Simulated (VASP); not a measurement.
A run of VASP 6.6.1:

INCAR

```
SYSTEM = Cs
PREC = Accurate ; ENCUT = 520
EDIFF = 1E-6 ; ISMEAR = -1
SIGMA = 0.1 ; LREAL = .False.
LASPH = .True. ; NELM = 60
ALGO = Normal ; ISIF = 2
LWAVE = .False. ; LCHARG = .False.
GGA = PE ; NBANDS = 10
```

Contents of KPOINTS:

```
Automatic mesh
0
Gamma
  8 8 8
  0 0 0
```

The input POSCAR:

```
Cs
1.0
   -3.0771709509      3.0771709509      3.0771709509
    3.0771709509     -3.0771709509      3.0771709509
    3.0771709509      3.0771709509     -3.0771709509
Cs
1
Direct
    0.0000000000      0.0000000000      0.0000000000
```

Potentials or basis: VASP PAW PBE potentials, release 64 (Cs_sv).

Launch:

```bash
$ cat potpaw_PBE.64/Cs_sv/POTCAR > POTCAR
$ mpirun -np 1 vasp_std > vasp.out
```

Hardware: 1 thread of AMD EPYC 7R13, with other jobs on the host.

Question: Estimate the wall time of this run.

Answer: Wall time 55 s on 1 thread of AMD EPYC 7R13 (shared host), peak memory 0.21 GiB. Counts: scf iterations 10, k points 29.
